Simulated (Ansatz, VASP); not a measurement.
## Two plane-wave programs on Ba

INCAR

```
PREC = Accurate
ENCUT = 600
EDIFF = 1E-6
ISMEAR = -1
SIGMA = 0.05
LREAL = F
LASPH = T
NELM = 80
ALGO = Normal
ISIF = 3
LWAVE = F
LCHARG = F
GGA = CA
IBRION = 2
NSW = 80
EDIFFG = -0.01
```

File KPOINTS:

```
regular mesh
0
Gamma
  7 7 7
```

The input POSCAR:

```
Ba
1.0
    3.9177200000      0.0000000000      0.0000000000
    0.0000000000      3.9177200000      0.0000000000
    0.0000000000      0.0000000000      3.9177200000
Ba
1
Direct
    0.0000000000      0.0000000000      0.0000000000
```

Input for Ansatz:

```yaml
crystal:
  lattice:
    - [3.91772, 0.0, 0.0]
    - [0.0, 3.91772, 0.0]
    - [0.0, 0.0, 3.91772]
  atoms:
    - { symbol: Ba, position: [0.0, 0.0, 0.0] }
kpoints:
  mp_grid:
    grid: [7, 7, 7]
hamiltonian:
  xc: lda
  dispersion: none
scf:
  occupations:
    method: fermi_dirac
    width: 0.05
relax:
  cell: {}
```

Alike in both runs: task relaxation of cell and atoms; functional LDA; k mesh 7 × 7 × 7; occupations fermi-dirac, width 0.05 eV; no spin polarisation.

```csv
,VASP,Ansatz
version,VASP 6.6.1,Ansatz 0.2.0
potentials or method,"VASP PAW LDA potentials, release 64 (Ba_sv)","plane waves, PAW"
plane-wave cutoff (eV),600,420
valence electrons in the cell,10,10
```

Ansatz gave:

```
relaxed volume (Å³/atom)                                     : 49.81
relaxed cell length with the largest relative difference (Å) : 3.679
```

Estimate VASP's values.

relaxed volume (Å³/atom): 51.91; relaxed cell length with the largest relative difference (Å): 3.730.

LDA's correlation is that of Perdew and Zunger in VASP and of Perdew and Wang (1992) in Ansatz.

Spin-orbit coupling is off throughout.
